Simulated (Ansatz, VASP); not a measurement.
# One calculation of Fe, two programs

Contents of INCAR:

```
PREC     = Accurate       # precision mode
ENCUT    = 520            # plane-wave cutoff, eV
EDIFF    = 1E-7           # SCF threshold, eV
ISMEAR   = 0              # smearing method
SIGMA    = 0.1            # smearing width, eV
LREAL    = False          # projectors in reciprocal space
LASPH    = True           # aspherical terms in the spheres
NELM     = 150            # most SCF steps
ALGO     = Normal         # electronic algorithm
ISIF     = 2              # what is computed and relaxed
LWAVE    = False          # write WAVECAR
LCHARG   = True           # write CHGCAR
ISPIN    = 2              # spin polarisation
MAGMOM   = 4              # initial moments
LORBIT   = 11             # projections on sites
LMAXMIX  = 4              # l up to which the mixer works
GGA      = PE             # functional
LELF     = True           # ELF
LVHAR    = True         
NBANDS   = 14             # bands
```

Contents of KPOINTS:

```
regular mesh
0
Gamma
  20 20 20
```

POSCAR

```
Fe
1.0
    0.0000000000      1.9417396906      1.9651051623
    1.4984397099      0.0000000000      1.9651051623
    1.4984397099      1.9417396906      0.0000000000
Fe
1
Direct
    0.0000000000      0.0000000000      0.0000000000
```

Input for Ansatz:

```yaml
crystal:
  lattice:
    - [0.0, 1.9417396906, 1.9651051623]
    - [1.4984397099, 0.0, 1.9651051623]
    - [1.4984397099, 1.9417396906, 0.0]
  atoms:
    - { symbol: Fe, position: [0.0, 0.0, 0.0], spin: 4.0 }
basis:
  ecutwfc: 420
kpoints:
  mp_grid: { grid: [20, 20, 20] }
hamiltonian:
  xc: pbe
scf:
  occupations: { method: gaussian, width: 0.1 }
  lower_state_search: "off"
output:
  forces: true
  stress: true
  eigenvalues: true
  populations: true
  write_density: true
  write_potential: true
  elf: true
  volumetric_format: npy
magnetization:
  spin_polarized: true
```

Alike in both runs: task single point; functional PBE; k mesh 20 × 20 × 20; occupations gaussian, width 0.1 eV; collinear spin.

```csv
,VASP,Ansatz
version,VASP 6.6.1,Ansatz 0.2.0
potentials or method,"VASP PAW PBE potentials, release 64 (Fe), cutoff 520 eV","scalar-relativistic, plane waves, PAW"
valence electrons in the cell,8,16
```

Ansatz gave:

```
gap on the k mesh at the Fermi level (eV)                     : none
pressure (GPa)                                                : -0.6
traceless stress, the component that is largest in VASP (GPa) : -5.31
net moment per atom (μB)                                      : 2.20
size of the moment on the site where the two differ most (μB) : 2.25
```

Question: What did VASP give for the same quantities?

Answer: gap on the k mesh at the Fermi level (eV): none; pressure (GPa): -0.6; traceless stress, the component that is largest in VASP (GPa): -5.23; net moment per atom (μB): 2.22; size of the moment on the site where the two differ most (μB): 2.22.

Site moments also hang on the region over which each program counts them. A gap of «none» marks a metal or a gap that the smearing closes. With one functional, cell and mesh, what is left measures potentials, basis and numerics. VASP's potentials hold 8 valence electrons a cell and Ansatz's 16, so a difference there can come from the potentials and not from the codes.
